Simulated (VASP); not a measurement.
GaPSe3:

```xyz
5
Lattice="4.5801 0.0000 0.0000 0.0000 4.5801 0.0000 0.0000 0.0000 4.6375" Properties=species:S:1:pos:R:3 pbc="T T T"
Ga    0.0000    0.0000    0.0000
P     2.2900    2.2900    2.3883
Se    2.2900    2.2900    4.5215
Se    0.0000    2.2900    2.2492
Se    2.2900    0.0000    2.2492
```

* Program: VASP 6.6.1
* Task: relaxation of cell and atoms
* Functional: PBE
* Potentials or basis: VASP PAW PBE potentials, release 64 (Ga_d, P, Se)
* Cutoff: 600 eV
* k mesh: 4 × 4 × 4
* Occupations: gaussian, width 0.1 eV
* Spin: no spin polarisation

At the start: pressure 15.6 GPa; volume 19.46 Å³/atom.

Question: Where does the relaxation end?

Answer: Over 29 steps the energy falls by 418.3 meV/atom and the volume is 25.68 Å³/atom (+32.0 %); space group P4mm (No. 99, to 0.1 Å) before and after.

The path:
```
step  energy change (eV)  largest force (eV/Å)  pressure (GPa)  volume (Å³)
   1              0.0000                1.2071           15.65        97.28
   2             -0.9136                1.6752           -2.16       126.54
   3             -0.9614                1.5854            0.10       119.62
   4             -1.1409                1.6956           -0.24       121.52
   5             -1.3776                1.6832            0.23       125.67
   6             -1.4205                1.8641            0.16       126.38
   7             -1.5023                2.4635            0.03       128.51
   8             -1.6364                1.5952           -0.74       129.05
   9             -1.8515                0.2518           -2.46       130.49
  10             -1.8794                0.8048           -2.97       131.04
  11             -1.9396                0.7912           -2.38       128.92
  12             -2.0142                0.7525           -0.84       124.37
  13             -2.0197                0.7006           -0.15       122.68
  14             -2.0314                0.5200            0.08       122.54
  15             -2.0404                0.2862            0.51       122.32
  16             -2.0494                0.1978            0.37       123.00
  17             -2.0661                0.1015            0.00       125.05
  18             -2.0527                0.6287           -0.57       129.19
  19             -2.0685                0.2315           -0.17       126.26
  20             -2.0785                0.1928           -0.02       126.62
  21             -2.0847                0.1328            0.27       127.15
  22             -2.0865                0.0945           -0.02       128.38
  23             -2.0866                0.0663            0.02       128.18
  24             -2.0870                0.0651           -0.10       128.45
  25             -2.0870                0.0664           -0.14       128.54
  26             -2.0873                0.0649           -0.12       128.54
  27             -2.0880                0.0620           -0.11       128.52
  28             -2.0893                0.0556           -0.07       128.47
  29             -2.0914                0.0389           -0.01       128.38
```

Final structure:
```yaml
crystal:
  lattice:
    - [4.56123, 0.00000, 0.00000]
    - [0.00000, 4.56123, 0.00000]
    - [0.00000, 0.00000, 6.17080]
  atoms:
    - { symbol: Ga, position: [0.00000, 0.00000, 0.02919] }
    - { symbol: P, position: [0.50000, 0.50000, 0.58518] }
    - { symbol: Se, position: [0.50000, 0.50000, 0.94232] }
    - { symbol: Se, position: [0.00000, 0.50000, 0.45165] }
    - { symbol: Se, position: [0.50000, 0.00000, 0.45165] }
```

Caveat: the volume moved by over 15 % at a fixed basis, so the end points are rough.
